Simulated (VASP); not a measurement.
# Bi2Te3 (R-3m) in VASP: single point with PBEsol

Aim: the single point of Bi2Te3 with PBEsol.

Program: VASP 6.6.1. These are calculated values, not measurements. Logs are shortened: lines on timing, memory, paths and dates and some standing lists are left out, and cuts for length are marked.

**1. The cell of the first run**

It takes space group R-3m (No. 166, trigonal). Conventional cell: a = 4.382 Å, b = 4.382 Å, c = 30.294 Å, α = 90.00°, β = 90.00°, γ = 120.00°. Bi (site symmetry 3m) has 6 Te at 3.06 to 3.23 Å within 4.0 Å. Te (site symmetry -3m) has 6 Bi at 3.23 Å and 12 Te at 4.38 to 4.51 Å within 4.6 Å. Within 4.0 Å of Te (site symmetry 3m) lie 3 Bi at 3.06 Å and 3 Te at 3.64 Å.

**2. Single point, PBEsol**

Input file INCAR:

```
SYSTEM = Bi2Te3
PREC = Accurate
ENCUT = 520
EDIFF = 1E-7
ISMEAR = 0
SIGMA = 0.02
LREAL = .False.
LASPH = .True.
NELM = 100
ALGO = Normal
ISIF = 2
LWAVE = .False.
LCHARG = .True.
GGA = PS
LELF = .True.
LVHAR = .True.
NBANDS = 32
```

Input file KPOINTS:

```
regular mesh
0
Gamma
  8 8 8
  0 0 0
```

Input file POSCAR:

```
Bi2Te3
1.0
    2.1908260053      1.2648739839     10.0980660520
   -2.1908260053      1.2648739839     10.0980660520
    0.0000000000     -2.5297479679     10.0980660520
Bi Te
2 3
Direct
    0.3998800010      0.3998800010      0.3998800010
    0.6001199990      0.6001199990      0.6001199990
    0.0000000000      0.0000000000      0.0000000000
    0.2099163179      0.2099163179      0.2099163179
    0.7900836821      0.7900836821      0.7900836821
```

Potentials or basis: VASP PAW PBE potentials, release 64 (Bi_d, Te).

The run is started by

```
cat potpaw_PBE.64/Bi_d/POTCAR potpaw_PBE.64/Te/POTCAR > POTCAR
mpirun -np 1 vasp_std > vasp.out
```

OUTCAR:

```text
SYSTEM = Bi2Te3
   PREC = Accurate
   ENCUT = 520
   EDIFF = 1E-7
   ISMEAR = 0
   LREAL = .False.
   LASPH = .True.
   NELM = 100
   ISIF = 2
   GGA = PS

 ion  position               nearest neighbor table
   1  0.400  0.400  0.400-   5 3.06   5 3.06   5 3.06   3 3.23   3 3.23   3 3.23
   2  0.600  0.600  0.600-   4 3.06   4 3.06   4 3.06   3 3.23   3 3.23   3 3.23
   3  0.000  0.000  0.000-   2 3.23   2 3.23   1 3.23   1 3.23   2 3.23   1 3.23
   4  0.210  0.210  0.210-   2 3.06   2 3.06   2 3.06   5 3.64   5 3.64   5 3.64
   5  0.790  0.790  0.790-   1 3.06   1 3.06   1 3.06   4 3.64   4 3.64   4 3.64

  LATTYP: Found a trigonal (rhomboedric) cell.
 ALAT       =    10.4101182881
 COS(alpha) =     0.9114202517

  Lattice vectors:

 A1 = (   2.1908260053,   1.2648739839,  10.0980660520)
 A2 = (  -2.1908260053,   1.2648739839,  10.0980660520)
 A3 = (   0.0000000000,  -2.5297479679,  10.0980660520)

Analysis of symmetry for initial positions (statically):
=====================================================================
 Subroutine PRICEL returns:
 Original cell was already a primitive cell.

 Routine SETGRP: Setting up the symmetry group for a
 trigonal (rhombohedral) supercell.

 Subroutine GETGRP returns: Found 12 space group operations
 (whereof 12 operations were pure point group operations)
 out of a pool of 12 trial point group operations.

The static configuration has the point symmetry D_3d.

Analysis of symmetry for dynamics (positions and initial velocities):
=====================================================================
 Subroutine PRICEL returns:
 Original cell was already a primitive cell.

 Routine SETGRP: Setting up the symmetry group for a
 trigonal (rhombohedral) supercell.

 Subroutine GETGRP returns: Found 12 space group operations
 (whereof 12 operations were pure point group operations)
 out of a pool of 12 trial point group operations.

The dynamic configuration has the point symmetry D_3d.

 Subroutine INISYM returns: Found 12 space group operations
 (whereof 12 operations are pure point group operations),
 and found     1 'primitive' translations

----------------------------------------------------------------------------------------

                                     Primitive cell

  volume of cell :     167.8976

  direct lattice vectors                    reciprocal lattice vectors
     2.190826005  1.264873984 10.098066052     0.228224423  0.131765432  0.033009621
    -2.190826005  1.264873984 10.098066052    -0.228224423  0.131765432  0.033009621
     0.000000000 -2.529747968 10.098066052     0.000000000 -0.263530864  0.033009621

  length of vectors
    10.410118288 10.410118288 10.410118288     0.265590194  0.265590194  0.265590194

  position of ions in fractional coordinates (direct lattice)
     0.399880001  0.399880001  0.399880001
     0.600119999  0.600119999  0.600119999
     0.000000000  0.000000000  0.000000000
     0.209916318  0.209916318  0.209916318
     0.790083682  0.790083682  0.790083682

  ion indices of the primitive-cell ions
   primitive index   ion index
                 1           1
                 2           2
                 3           3
                 4           4
                 5           5

----------------------------------------------------------------------------------------

 KPOINTS: regular mesh

Automatic generation of k-mesh.
 Grid dimensions read from file:
 generate k-points for:    8    8    8

 Generating k-lattice:

  Cartesian coordinates                     Fractional coordinates (reciprocal lattice)
     0.028528053  0.016470679  0.004126203     0.125000000  0.000000000  0.000000000
    -0.028528053  0.016470679  0.004126203     0.000000000  0.125000000  0.000000000
     0.000000000 -0.032941358  0.004126203     0.000000000  0.000000000  0.125000000

  Length of vectors
     0.033198774  0.033198774  0.033198774

  Shift w.r.t. Gamma in fractional coordinates (k-lattice)
     0.000000000  0.000000000  0.000000000

 Subroutine IBZKPT returns following result:
 ===========================================

 Found     65 irreducible k-points:

 Following reciprocal coordinates:
            Coordinates               Weight
  0.000000  0.000000  0.000000      1.000000
  0.125000  0.000000 -0.000000      6.000000
  0.250000  0.000000 -0.000000      6.000000
  0.375000  0.000000  0.000000      6.000000
  0.500000  0.000000 -0.000000      3.000000
  0.125000  0.125000 -0.000000      6.000000
[... 16 lines left out ...]
  0.250000  0.125000  0.125000      6.000000
  0.375000  0.125000  0.125000      6.000000
 [... further k-points ...]
   k-points           NKPTS =     65   k-points in BZ     NKDIM =     65   number of bands    NBANDS=     32
   number of dos      NEDOS =    301   number of ions     NIONS =      5
   total plane-waves  NPLWV = 512000
   dimension x,y,z NGX =    80 NGY =   80 NGZ =   80
   dimension x,y,z NGXF=   160 NGYF=  160 NGZF=  160
   ions per type =               2   3
   NGX,Y,Z   is equivalent  to a cutoff of  12.78, 12.78, 12.78 a.u.
   NGXF,Y,Z  is equivalent  to a cutoff of  25.55, 25.55, 25.55 a.u.
 SYSTEM =  Bi2Te3
   PREC   = accura    normal or accurate (medium, high low for compatibility)
   ISTART =      0    job   : 0-new  1-cont  2-samecut
   ICHARG =      2    charge: 1-file 2-atom 10-const
   ISPIN  =      1    spin polarized calculation?
   LNONCOLLINEAR =      F non collinear calculations
   LSORBIT =      F    spin-orbit coupling
   LASPH  =      T    aspherical Exc in radial PAW
   ENCUT  =  520.0 eV  38.22 Ry    6.18 a.u.  19.36 19.36 19.36*2*pi/ulx,y,z
   NELM   =    100;   NELMIN=  2; NELMDL= -5     # of ELM steps
   EDIFF  = 0.1E-06   stopping-criterion for ELM
   LREAL  =      F    real-space projection
   EDIFFG = 0.1E-05   stopping-criterion for IOM
   NSW    =      0    number of steps for IOM
   IBRION =     -1    ionic relax: 0-MD 1-quasi-New 2-CG
   NFREE  =      0    steps in history (QN), initial steepest desc. (CG)
   ISIF   =      2    stress and relaxation
   ISYM   =      2    0-nonsym 1-usesym 2-fastsym
   POTIM  = 0.5000    time-step for ionic-motion
   TEBEG  =    0.0;   TEEND  =   0.0 temperature during run
   PSTRESS=    0.0 pullay stress
   NELECT =      48.0000    total number of electrons
   NUPDOWN=      -1.0000    fix difference up-down
   EMIN   =  10.00;   EMAX   =-10.00  energy-range for DOS
   EFERMI =   0.00;   METHOD = LEGACY
   ISMEAR =     0;   SIGMA  =   0.02  broadening in eV -4-tet -1-fermi 0-gaus
   EFERMI_NEDOS =   21; number of points for ismear=-14 and -15
   IALGO  =     38    algorithm
   IMIX   =      4    mixing-type and parameters
     AMIX     =   0.40;   BMIX     =  1.00
     AMIX_MAG =   1.60;   BMIX_MAG =  1.00
  volume/ion in A,a.u.               =      33.58       226.61
  Fermi-wavevector in a.u.,A,eV,Ry     =   1.078467  2.038008 15.824828  1.163092
  Thomas-Fermi vector in A             =   2.214407
   LORBIT       =      0    0 simple, 1 ext, 2 COOP (PROOUT), +10 PAW based schemes
   GGA     = PS    functional components
   LHFCALC =     F    Hartree Fock is set to
   AEXX    =    0.0000 exact exchange contribution
   IVDW    =     0    specifies the selected vdW correction
   LEPSILON=     F    determine dielectric tensor
   LRPA    =     F    only Hartree local field effects (RPA)
 non-spin polarized calculation
 Gauss-broadening in eV      SIGMA  =   0.02
  energy-cutoff  :      520.00
  volume of cell :      167.90
 maximum number of plane-waves:      4540
 NGX is ok and might be reduce to    80
   NGX = 39   NGY = 39   NGZ = 39

 number of electron      48.0000007 magnetization

 Free energy of the ion-electron system (eV)
  ---------------------------------------------------
  ext. energy  EPLUGINS =         0.00000000
  ---------------------------------------------------
  free energy    TOTEN  =       -20.29698217 eV

  energy without entropy =      -20.29698217  energy(sigma->0) =      -20.29698217

 E-fermi :   6.2472     XC(G=0):  -9.5271

 val. band max:        6.1645208345   @ k =   0.0000   0.0000   0.0000
 cond. band min:       6.3669120877   @ k =   0.0000   0.0000   0.0000
 fundamental gap:      0.2023912532
 Fermi energy:         6.2471949477

 k-point     1 :       0.0000    0.0000    0.0000
  band No.  band energies     occupation
      1     -16.9490      2.00000
      2     -16.9490      2.00000
      3     -16.9473      2.00000
      4     -16.9473      2.00000
      5     -16.9395      2.00000
      6     -16.9380      2.00000
[... 24 lines left out ...]
     31      10.9431      0.00000
     32      11.4465      0.00000

 k-point     2 :       0.1250    0.0000   -0.0000
  band No.  band energies     occupation
      1     -16.9504      2.00000
      2     -16.9486      2.00000
      3     -16.9475      2.00000
      4     -16.9459      2.00000
      5     -16.9384      2.00000
      6     -16.9371      2.00000
[... 24 lines left out ...]
     31      10.5184      0.00000
     32      11.0245      0.00000

 k-point     3 :       0.2500    0.0000   -0.0000
  band No.  band energies     occupation
      1     -16.9544      2.00000
      2     -16.9520      2.00000
      3     -16.9451      2.00000
      4     -16.9433      2.00000
      5     -16.9388      2.00000
      6     -16.9364      2.00000
[... 24 lines left out ...]
     31      10.0706      0.00000
     32      11.4762      0.00000

 k-point     4 :       0.3750    0.0000    0.0000
  band No.  band energies     occupation
      1     -16.9588      2.00000
      2     -16.9558      2.00000
      3     -16.9443      2.00000
      4     -16.9417      2.00000
      5     -16.9404      2.00000
      6     -16.9379      2.00000
[... 654 lines left out ...]
     31      10.9327      0.00000
     32      11.4460      0.00000

 k-point    23 :       0.2500    0.1250    0.1250
  band No.  band energies     occupation
      1     -16.9504      2.00000
      2     -16.9486      2.00000
      3     -16.9475      2.00000
      4     -16.9459      2.00000
      5     -16.9384      2.00000
      6     -16.9372      2.00000
[... 24 lines left out ...]
     31      10.4893      0.00000
     32      11.1888      0.00000

 k-point    24 :       0.3750    0.1250    0.1250
  band No.  band energies     occupation
      1     -16.9544      2.00000
      2     -16.9520      2.00000
      3     -16.9451      2.00000
      4     -16.9433      2.00000
      5     -16.9388      2.00000
      6     -16.9364      2.00000
[... 24 lines left out ...]
     31      10.0554      0.00000
     32      11.4315      0.00000

 [... further k-points ...]

------------------------ aborting loop because EDIFF is reached ----------------------------------------

  FORCE on cell =-STRESS in cart. coord.  units (eV):
  Direction    XX          YY          ZZ          XY          YZ          ZX
  --------------------------------------------------------------------------------------
  -------------------------------------------------------------------------------------
  Total        0.0203054      0.0203054      0.0139767      0.0000000     -0.0000000      0.0000000
  in kB        0.1937659      0.1937659      0.1333737      0.0000000     -0.0000000      0.0000000
  external PRESSURE =       0.1736351 kB  Pullay stress =       0.0000000 kB

 VOLUME and BASIS-vectors are now :
 -----------------------------------------------------------------------------
  energy-cutoff  :      520.00
  volume of cell :      167.90
      direct lattice vectors                 reciprocal lattice vectors
     2.190826005  1.264873984 10.098066052     0.228224423  0.131765432  0.033009621
    -2.190826005  1.264873984 10.098066052    -0.228224423  0.131765432  0.033009621
     0.000000000 -2.529747968 10.098066052     0.000000000 -0.263530864  0.033009621

 POSITION                                       TOTAL-FORCE (eV/Angst)
 -----------------------------------------------------------------------------------
      0.00000     -0.00000     12.11404         0.000000      0.000000     -0.011284
      0.00000     -0.00000     18.18015         0.000000     -0.000000      0.011284
      0.00000      0.00000      0.00000        -0.000000      0.000000     -0.000000
      0.00000     -0.00000      6.35925         0.000000      0.000000     -0.018493
      0.00000     -0.00000     23.93495         0.000000     -0.000000      0.018493
 -----------------------------------------------------------------------------------
    total drift:                                0.000000      0.000000     -0.000000

  FREE ENERGIE OF THE ION-ELECTRON SYSTEM (eV)
  ---------------------------------------------------
  free  energy   TOTEN  =       -20.2969821748 eV

  energy  without entropy=      -20.2969821748  energy(sigma->0) =      -20.29698217
```

Run time: 36 min. Hardware: 1 thread of Oxide Virtual Turin-like, shared host; peak memory 1 GiB.

What came out:

```yaml
Free_energy: -20.2970 eV
Pressure: 0.0 GPa
Largest_force: 0.018 eV/Å
Band_gap_on_the_k_mesh: 0.20 eV
```

Forces on the atoms (eV/Å):
```
Bi   0.000  0.000 -0.011
Bi   0.000  0.000  0.011
Te   0.000  0.000  0.000
Te   0.000  0.000 -0.018
Te   0.000  0.000  0.018
```

Levels at points of the mesh, in eV from the valence-band top:
```csv
k point,band 22,band 23,band 24,band 25,band 26,band 27
"(0.00, 0.00, 0.00)",-0.89,-0.89,0.00,0.20,0.62,0.62
"(0.50, 0.00, 0.00)",-2.41,-0.92,-0.51,0.53,1.07,2.73
"(0.50, 0.50, 0.00)",-1.83,-1.56,-0.93,0.88,1.46,2.08
"(0.50, 0.50, 0.50)",-1.18,-1.18,-0.43,0.76,1.11,1.11
```

Caveat: the PAW data sets were made with another functional, which shifts forces and pressure a little; spin-orbit coupling is left out, which moves the levels of the heavy elements. A k mesh can miss the band edges.
